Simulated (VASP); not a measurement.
# Au (Fm-3m) in VASP: further runs

Runs on Au. Level: PBE. Tasks: single point, relaxation of cell and atoms.

Everything below comes from runs of VASP 6.6.1. Logs are shortened: lines on timing, memory, paths and dates and some standing lists are left out, and cuts for length are marked.

## 1. The cell of the first run

Symmetry: Fm-3m, No. 225, cubic system. Conventional cell: a = 4.158 Å, b = 4.158 Å, c = 4.158 Å, α = 90.00°, β = 90.00°, γ = 90.00°. Within 3.9 Å of Au (site symmetry m-3m) lie 12 Au at 2.94 Å.

## 2. Single point, PBE

Contents of INCAR:

```
ALGO = Fast ; EDIFF = 1E-6
ENCUT = 520 ; GGA = PE
ISIF = 2 ; ISMEAR = 0
LASPH = True ; LCHARG = True
LELF = True ; LREAL = False
LVHAR = True ; LWAVE = False
NBANDS = 18 ; NELM = 100
PREC = Accurate ; SIGMA = 0.1
```

Contents of KPOINTS:

```
k-points
0
Gamma
  18 18 12
```

Contents of POSCAR:

```
Au
1.0
    2.0789480793      2.0789480793      0.0000000000
   -2.0789480793      2.0789480793      0.0000000000
    0.0000000000      0.0000000000      4.1578961586
Au
2
Direct
    0.0000000000      0.0000000000      0.0000000000
    0.5000000000      0.5000000000      0.5000000000
```

Potentials or basis: VASP PAW PBE potentials, release 64 (Au).

Started as:

```sh
> cat potpaw_PBE.64/Au/POTCAR > POTCAR
> mpirun -np 1 vasp_std > vasp.out
```

OUTCAR:

```text
EDIFF = 1E-6
   ENCUT = 520
   GGA = PE
   ISIF = 2
   ISMEAR = 0
   LASPH = True
   LREAL = False
   NELM = 100
   PREC = Accurate

 ion  position               nearest neighbor table
   1  0.000  0.000  0.000-   2 2.94   2 2.94   2 2.94   2 2.94   2 2.94   2 2.94   2 2.94   2 2.94

   2  0.500  0.500  0.500-   1 2.94   1 2.94   1 2.94   1 2.94   1 2.94   1 2.94   1 2.94   1 2.94

  LATTYP: Found a simple tetragonal cell.
 ALAT       =     2.9400765692
 C/A-ratio  =     1.4142135624

  Lattice vectors:

 A1 = (   2.0789480793,   2.0789480793,   0.0000000000)
 A2 = (  -2.0789480793,   2.0789480793,   0.0000000000)
 A3 = (   0.0000000000,   0.0000000000,   4.1578961586)

Analysis of symmetry for initial positions (statically):
=====================================================================
 Subroutine PRICEL returns following result:

  LATTYP: Found a face centered cubic cell.
 ALAT       =     4.1578961586

  Lattice vectors:

 A1 = (   0.0000000000,  -2.0789480793,  -2.0789480793)
 A2 = (   2.0789480793,   0.0000000000,  -2.0789480793)
 A3 = (   2.0789480793,  -2.0789480793,  -0.0000000000)

   2 primitive cells build up your supercell.

 Routine SETGRP: Setting up the symmetry group for a
 simple tetragonal supercell.

 Subroutine GETGRP returns: Found 16 space group operations
 (whereof 16 operations were pure point group operations)
 out of a pool of 16 trial point group operations.

The static configuration has the point symmetry D_4h.

Analysis of symmetry for dynamics (positions and initial velocities):
=====================================================================
 Subroutine PRICEL returns following result:

  LATTYP: Found a face centered cubic cell.
 ALAT       =     4.1578961586

  Lattice vectors:

 A1 = (   0.0000000000,  -2.0789480793,  -2.0789480793)
 A2 = (   2.0789480793,   0.0000000000,  -2.0789480793)
 A3 = (   2.0789480793,  -2.0789480793,  -0.0000000000)

   2 primitive cells build up your supercell.

 Routine SETGRP: Setting up the symmetry group for a
 simple tetragonal supercell.

 Subroutine GETGRP returns: Found 16 space group operations
 (whereof 16 operations were pure point group operations)
 out of a pool of 16 trial point group operations.

The dynamic configuration has the point symmetry D_4h.

 Subroutine INISYM returns: Found 16 space group operations
 (whereof 16 operations are pure point group operations),
 and found     2 'primitive' translations

----------------------------------------------------------------------------------------

                                     Primitive cell

  volume of cell :      17.9705

  direct lattice vectors                    reciprocal lattice vectors
     0.000000000 -2.078948079 -2.078948079    -0.240506247 -0.240506247 -0.240506247
     2.078948079  0.000000000 -2.078948079     0.240506247  0.240506247 -0.240506247
     2.078948079 -2.078948079 -0.000000000     0.240506247 -0.240506247  0.240506247

  length of vectors
     2.940076569  2.940076569  2.940076569     0.416569039  0.416569039  0.416569039

  position of ions in fractional coordinates (direct lattice)
     0.000000000  0.000000000  0.000000000

  ion indices of the primitive-cell ions
   primitive index   ion index
                 1           1

----------------------------------------------------------------------------------------

 KPOINTS: k-points

Automatic generation of k-mesh.
 Grid dimensions read from file:
 generate k-points for:   18   18   12

 Generating k-lattice:

  Cartesian coordinates                     Fractional coordinates (reciprocal lattice)
     0.013361458  0.013361458  0.000000000     0.055555556  0.000000000  0.000000000
    -0.013361458  0.013361458  0.000000000     0.000000000  0.055555556  0.000000000
     0.000000000  0.000000000  0.020042187     0.000000000  0.000000000  0.083333333

  Length of vectors
     0.018895955  0.018895955  0.020042187

  Shift w.r.t. Gamma in fractional coordinates (k-lattice)
     0.000000000  0.000000000  0.000000000

 Subroutine IBZKPT returns following result:
 ===========================================

 Found    385 irreducible k-points:

 Following reciprocal coordinates:
            Coordinates               Weight
  0.000000  0.000000  0.000000      1.000000
  0.055556  0.000000  0.000000      4.000000
  0.111111  0.000000  0.000000      4.000000
  0.166667  0.000000  0.000000      4.000000
  0.222222  0.000000  0.000000      4.000000
  0.277778  0.000000  0.000000      4.000000
[... 16 lines left out ...]
  0.277778  0.111111  0.000000      8.000000
  0.333333  0.111111  0.000000      8.000000
 [... further k-points ...]
   k-points           NKPTS =    385   k-points in BZ     NKDIM =    385   number of bands    NBANDS=     18
   number of dos      NEDOS =    301   number of ions     NIONS =      2
   total plane-waves  NPLWV =  18432
   dimension x,y,z NGX =    24 NGY =   24 NGZ =   32
   dimension x,y,z NGXF=    48 NGYF=   48 NGZF=   64
   ions per type =               2
   NGX,Y,Z   is equivalent  to a cutoff of  13.57, 13.57, 12.79 a.u.
   NGXF,Y,Z  is equivalent  to a cutoff of  27.14, 27.14, 25.59 a.u.
 SYSTEM =  unknown system
   PREC   = accura    normal or accurate (medium, high low for compatibility)
   ISTART =      0    job   : 0-new  1-cont  2-samecut
   ICHARG =      2    charge: 1-file 2-atom 10-const
   ISPIN  =      1    spin polarized calculation?
   LNONCOLLINEAR =      F non collinear calculations
   LSORBIT =      F    spin-orbit coupling
   LASPH  =      T    aspherical Exc in radial PAW
   ENCUT  =  520.0 eV  38.22 Ry    6.18 a.u.   5.47  5.47  7.73*2*pi/ulx,y,z
   NELM   =    100;   NELMIN=  2; NELMDL= -5     # of ELM steps
   EDIFF  = 0.1E-05   stopping-criterion for ELM
   LREAL  =      F    real-space projection
   EDIFFG = 0.1E-04   stopping-criterion for IOM
   NSW    =      0    number of steps for IOM
   IBRION =     -1    ionic relax: 0-MD 1-quasi-New 2-CG
   NFREE  =      0    steps in history (QN), initial steepest desc. (CG)
   ISIF   =      2    stress and relaxation
   ISYM   =      2    0-nonsym 1-usesym 2-fastsym
   POTIM  = 0.5000    time-step for ionic-motion
   TEBEG  =    0.0;   TEEND  =   0.0 temperature during run
   PSTRESS=    0.0 pullay stress
   NELECT =      22.0000    total number of electrons
   NUPDOWN=      -1.0000    fix difference up-down
   EMIN   =  10.00;   EMAX   =-10.00  energy-range for DOS
   EFERMI =   0.00;   METHOD = LEGACY
   ISMEAR =     0;   SIGMA  =   0.10  broadening in eV -4-tet -1-fermi 0-gaus
   EFERMI_NEDOS =   21; number of points for ismear=-14 and -15
   IALGO  =     68    algorithm
   IMIX   =      4    mixing-type and parameters
     AMIX     =   0.40;   BMIX     =  1.00
     AMIX_MAG =   1.60;   BMIX_MAG =  1.00
  volume/ion in A,a.u.               =      17.97       121.27
  Fermi-wavevector in a.u.,A,eV,Ry     =   1.390013  2.626743 26.288295  1.932135
  Thomas-Fermi vector in A             =   2.513988
   LORBIT       =      0    0 simple, 1 ext, 2 COOP (PROOUT), +10 PAW based schemes
   GGA     = PE    functional components
   LHFCALC =     F    Hartree Fock is set to
   AEXX    =    0.0000 exact exchange contribution
   IVDW    =     0    specifies the selected vdW correction
   LEPSILON=     F    determine dielectric tensor
   LRPA    =     F    only Hartree local field effects (RPA)
 non-spin polarized calculation
 RMM-DIIS sequential band-by-band and
 Gauss-broadening in eV      SIGMA  =   0.10
  energy-cutoff  :      520.00
  volume of cell :       35.94
 maximum number of plane-waves:       999
 NGX is ok and might be reduce to    24
   NGX = 11   NGY = 11   NGZ = 15

 number of electron      21.9999995 magnetization

 Free energy of the ion-electron system (eV)
  ---------------------------------------------------
  ext. energy  EPLUGINS =         0.00000000
  ---------------------------------------------------
  free energy    TOTEN  =        -6.44221820 eV

  energy without entropy =       -6.43892788  energy(sigma->0) =       -6.44057304

 E-fermi :   8.6160     XC(G=0): -12.4007

 val. band max:        8.5981568837   @ k =   0.0556   0.0556   0.1667
 cond. band min:       8.6236340489   @ k =   0.5000   0.2222   0.0000
 fundamental gap:      0.0254771652
 Fermi energy:         8.6159856190

 k-point     1 :       0.0000    0.0000    0.0000
  band No.  band energies     occupation
      1      -0.6929      2.00000
      2       2.0272      2.00000
      3       2.3152      2.00000
      4       4.1963      2.00000
      5       4.1963      2.00000
      6       4.1977      2.00000
[... 10 lines left out ...]
     17      25.2531      0.00000
     18      26.8892      0.00000

 k-point     2 :       0.0556    0.0000    0.0000
  band No.  band energies     occupation
      1      -0.6242      2.00000
      2       2.0712      2.00000
      3       2.3529      2.00000
      4       4.1716      2.00000
      5       4.2168      2.00000
      6       4.2270      2.00000
[... 10 lines left out ...]
     17      25.5273      0.00000
     18      26.4683      0.00000

 k-point     3 :       0.1111    0.0000    0.0000
  band No.  band energies     occupation
      1      -0.4208      2.00000
      2       2.1860      2.00000
      3       2.4761      2.00000
      4       4.1019      2.00000
      5       4.2779      2.00000
      6       4.3074      2.00000
[... 10 lines left out ...]
     17      25.4521      0.00000
     18      25.9737      0.00000

 k-point     4 :       0.1667    0.0000    0.0000
  band No.  band energies     occupation
      1      -0.0918      2.00000
      2       2.3347      2.00000
      3       2.6996      2.00000
      4       3.9997      2.00000
      5       4.3778      2.00000
      6       4.4133      2.00000
[... 375 lines left out ...]
      4       3.6794      2.00000
      5       4.6252      2.00000
      6       4.7180      2.00000
[... 10 lines left out ...]
     17      23.9595      0.00000
     18      25.7029      0.00000

 k-point    23 :       0.2778    0.1111    0.0000
  band No.  band energies     occupation
      1       1.1038      2.00000
      2       2.8862      2.00000
      3       3.3657      2.00000
      4       3.5578      2.00000
      5       4.4321      2.00000
      6       4.5478      2.00000
[... 10 lines left out ...]
     17      23.1982      0.00000
     18      26.1185      0.00000

 k-point    24 :       0.3333    0.1111    0.0000
  band No.  band energies     occupation
      1       1.6511      2.00000
      2       3.0843      2.00000
      3       3.4627      2.00000
      4       3.5541      2.00000
      5       4.0872      2.00000
      6       4.3856      2.00000
[... 10 lines left out ...]
     17      22.1293      0.00000
     18      25.4215      0.00000

 [... further k-points ...]
[... 5 lines left out ...]
  --------------------------------------------------------------------------------------
  -------------------------------------------------------------------------------------
  Total       -0.0111523     -0.0111523     -0.0716882      0.0000000      0.0000000      0.0000000
  in kB       -0.4971478     -0.4971478     -3.1957092      0.0000000      0.0000000      0.0000000
  external PRESSURE =      -1.3966682 kB  Pullay stress =       0.0000000 kB

 VOLUME and BASIS-vectors are now :
 -----------------------------------------------------------------------------
  energy-cutoff  :      520.00
  volume of cell :       35.94
      direct lattice vectors                 reciprocal lattice vectors
     2.078948079  2.078948079  0.000000000     0.240506247  0.240506247  0.000000000
    -2.078948079  2.078948079  0.000000000    -0.240506247  0.240506247  0.000000000
     0.000000000  0.000000000  4.157896159     0.000000000  0.000000000  0.240506247

 POSITION                                       TOTAL-FORCE (eV/Angst)
 -----------------------------------------------------------------------------------
      0.00000      0.00000      0.00000         0.000000     -0.000000      0.000000
      0.00000      2.07895      2.07895        -0.000000      0.000000     -0.000000
 -----------------------------------------------------------------------------------
    total drift:                               -0.000000      0.000000     -0.000000

  FREE ENERGIE OF THE ION-ELECTRON SYSTEM (eV)
  ---------------------------------------------------
  free  energy   TOTEN  =        -6.4422182029 eV

  energy  without entropy=       -6.4389278786  energy(sigma->0) =       -6.44057304
```

Run time: 2.3 min. Hardware: 1 thread of Intel Xeon Platinum 8488C (Sapphire Rapids), shared host; peak memory 0.31 GiB.

What came out:

| Item | Value |
| --- | --- |
| Free energy | -6.4422 eV |
| Pressure | -0.1 GPa |
| Band gap on the k mesh | zero (band 11 reaches 13.10 eV, above the bottom of band 12 at 6.08 eV) |

Caveat: spin-orbit coupling is left out, which moves the levels of the heavy elements.

[end of part 1 of 2]
